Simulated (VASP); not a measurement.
Runs of VASP 6.6.1 on Hf2Ti. The structure is that of space group P6/mmm (No. 191), or close to it. The cells are those of the table. 

```csv
task,cell,k mesh,cutoff (eV),gap on the mesh (eV),pressure (GPa),relaxed volume (Å³/atom)
relaxation of cell and atoms,"relaxed from a = 4.872, b = 4.872, c = 2.982 Å, angles 90.0, 90.0, 120.0°, 3 atoms",6 × 6 × 6,600,none,-0.1,(b)
single point,"a = 4.881, b = 4.881, c = 2.986 Å, angles 90.0, 90.0, 120.0°, 3 atoms",12 × 12 × 16,520,none,(a),-
relaxation of cell and atoms,"relaxed from a = 3.775, b = 3.775, c = 4.076 Å, angles 90.0, 90.0, 120.0°, 3 atoms",6 × 6 × 4,600,none,0.0,20.38
single point,"a = 4.872, b = 4.872, c = 2.982 Å, angles 90.0, 90.0, 120.0°, 3 atoms",6 × 6 × 4,520,none,-0.1,-
single point,"a = 4.872, b = 4.872, c = 2.995 Å, angles 90.0, 90.0, 120.0°, 3 atoms",6 × 6 × 6,520,none,-0.3,-
single point,"a = 3.775, b = 3.775, c = 4.076 Å, angles 90.0, 90.0, 120.0°, 3 atoms",6 × 6 × 4,520,none,57.1,-
```

Alike in all rows: level PBE; potentials or basis VASP PAW PBE potentials, release 64 (Hf_pv, Ti_sv); no spin polarisation; smearing gaussian 0.1 eV.

Fill in the values left out.

(a) -0.4; (b) 20.47.

Caveats: some runs use coarse meshes; spin-orbit coupling is left out, which moves the levels of the heavy elements; the volume moved by over 15 % at a fixed basis, so the end points are rough (some runs).

A k mesh can miss the band edges, and the runs leave out spin-orbit coupling on Hf.

A gap of «none» marks levels without a gap at the run's occupations.
